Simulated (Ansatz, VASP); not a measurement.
# Na in VASP and in Ansatz

```
Na
1.0
    -2.08887    2.08887    2.08887
     2.08887   -2.08887    2.08887
     2.08887    2.08887   -2.08887
Na
1
Direct
  0.00000 0.00000 0.00000
```

Alike in both runs: functional PBEsol; k mesh 16 × 16 × 16; occupations fermi-dirac, width 0.15 eV; no spin polarisation.

Ansatz relaxed the structure, and its values are those at the end. VASP's run is a single point on that final structure, the one shown.

```csv
,VASP,Ansatz
version,VASP 6.6.1,Ansatz 0.2.0
potentials or method,"VASP PAW PBE potentials, release 64 (Na_pv), cutoff 520 eV","scalar-relativistic, plane waves, PAW"
valence electrons in the cell,7,9
```

|  | VASP | Ansatz | Ansatz less VASP |
| --- | --- | --- | --- |
| gap on the k mesh at the Fermi level (eV) | none | none | - |
| pressure (GPa) | 0.0 | 0.0 | -0.04 |

VASP's potentials were made for PBE, not for PBEsol. A gap of «none» marks a metal or a gap that the smearing closes. VASP's potentials hold 7 valence electrons a cell and Ansatz's 9, so a difference there can come from the potentials and not from the codes.
